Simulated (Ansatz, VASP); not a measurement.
# SnO: VASP beside Ansatz

```xyz
4
Lattice="3.8683 0.0000 0.0000 0.0000 3.8683 0.0000 0.0000 0.0000 5.0662" Properties=species:S:1:pos:R:3 pbc="T T T"
Sn    0.0000    1.9341    1.1590
Sn    1.9341    0.0000    3.9072
O     1.9341    1.9341    0.0000
O     0.0000    0.0000    0.0000
```

Alike in both runs: task single point; functional PBE; k mesh 10 × 10 × 8; occupations gaussian, width 0.01 eV; no spin polarisation.

|  | VASP | Ansatz |
| --- | --- | --- |
| version | VASP 6.6.1 | Ansatz 0.2.0 |
| potentials or method | VASP PAW PBE potentials, release 64 (Sn_d, O), cutoff 520 eV | scalar-relativistic, plane waves, PAW |
| valence electrons in the cell | 40 | 40 |

```csv
,VASP,Ansatz,Ansatz less VASP
gap on the k mesh at the Fermi level (eV),0.51,0.50,-0.009
least direct gap on the mesh (eV),1.91,1.94,+0.030
pressure (GPa),0.2,0.0,-0.18
rms of the force components (eV/Å),0.031,0.000,-0.0312
```

Atom by atom the forces differ by 0.031 eV/Å (rms over components). The functional is the same, so the differences come from potentials, cutoffs and numerics.
